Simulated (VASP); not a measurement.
Here is a VASP 6.6.1 calculation.

File INCAR:

```
SYSTEM = CdInI3
PREC = Accurate
ENCUT = 600
EDIFF = 1E-7
ISMEAR = 0
SIGMA = 0.1
LREAL = .False.
LASPH = .True.
NELM = 100
ALGO = Normal
ISIF = 3
LWAVE = .False.
LCHARG = .False.
GGA = PE
IBRION = 2
NSW = 100
EDIFFG = -0.01
```

The input KPOINTS:

```
Automatic mesh
0
Gamma
  6 6 6
  0 0 0
```

File POSCAR:

```
CdInI3
1.0
    5.9382667399      0.0000000000      0.0000000000
    0.0000000000      5.9382667399      0.0000000000
    0.0000000000      0.0000000000      5.9382667399
Cd In I
1 1 3
Direct
    0.5000000000      0.5000000000      0.5000000000
    0.0000000000      0.0000000000      0.0000000000
    0.5000000000      0.0000000000      0.0000000000
    0.0000000000      0.5000000000      0.0000000000
    0.0000000000      0.0000000000      0.5000000000
```

Potentials or basis: VASP PAW PBE potentials, release 64 (Cd, In_d, I).

Launch:

```console
$ cat potpaw_PBE.64/Cd/POTCAR potpaw_PBE.64/In_d/POTCAR potpaw_PBE.64/I/POTCAR > POTCAR
$ mpirun -np 1 vasp_std > vasp.out
```

Q: What does it give for the relaxed volume?

A: 42.37 Å³/atom.

Q: Predict the space group after relaxing (to 0.05 Å).

A: Pm-3m (No. 221).

Final structure:
```
Cd In I
1.0
     5.96128    0.00000    0.00000
     0.00000    5.96128    0.00000
     0.00000    0.00000    5.96128
Cd In I
1 1 3
Direct
  0.50000 0.50000 0.50000
  0.00000 0.00000 0.00000
  0.50000 0.00000 0.00000
  0.00000 0.50000 0.00000
  0.00000 0.00000 0.50000
```
